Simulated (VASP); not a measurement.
A run of VASP 6.6.1 is set up as follows.

Contents of INCAR:

```
SYSTEM = KSc2
PREC     = Accurate       ! precision mode
ENCUT    = 520            ! plane-wave cutoff, eV
EDIFF    = 1E-6           ! SCF threshold, eV
ISMEAR   = 0              ! smearing method
SIGMA    = 0.1            ! smearing width, eV
LREAL    = .FALSE.        ! projectors in reciprocal space
LASPH    = .TRUE.         ! aspherical terms in the spheres
NELM     = 60             ! most SCF steps
ALGO     = Fast           ! electronic algorithm
ISIF     = 2              ! what is computed and relaxed
LWAVE    = .FALSE.        ! write WAVECAR
LCHARG   = .TRUE.         ! write CHGCAR
GGA      = PE             ! functional
LELF     = .TRUE.         ! ELF
LVHAR    = .TRUE.       
NBANDS   = 40             ! bands
```

Contents of KPOINTS:

```
Automatic mesh
0
G
  6 6 6
  0 0 0
```

File POSCAR:

```
KSc2
1.0
    6.0651929623      0.0000000000      0.0000000000
    0.0000000000      6.0651929623      0.0000000000
    0.0000000000      0.0000000000      6.0095706311
K Sc
2 4
Direct
    0.0000000000      0.0000000000      0.0000000000
    0.5000000000      0.5000000000      0.5000000000
    0.3349448904      0.3349448904      0.0000000000
    0.1650551096      0.8349448904      0.5000000000
    0.6650551096      0.6650551096      0.0000000000
    0.8349448904      0.1650551096      0.5000000000
```

Potentials or basis: VASP PAW PBE potentials, release 64 (K_sv, Sc_sv).

The run is started by

```console
$ cat potpaw_PBE.64/K_sv/POTCAR potpaw_PBE.64/Sc_sv/POTCAR > POTCAR
$ mpirun -np 1 vasp_std > vasp.out
```

Predict the largest force.

0.009 eV/Å.

What does it give for the pressure?

0.0 GPa.

Forces in eV/Å, atoms in the order of the input:
```
K    0.000  0.000  0.000
K    0.000  0.000  0.000
Sc  -0.006 -0.006  0.000
Sc   0.006 -0.006  0.000
Sc   0.006  0.006  0.000
Sc  -0.006  0.006  0.000
```
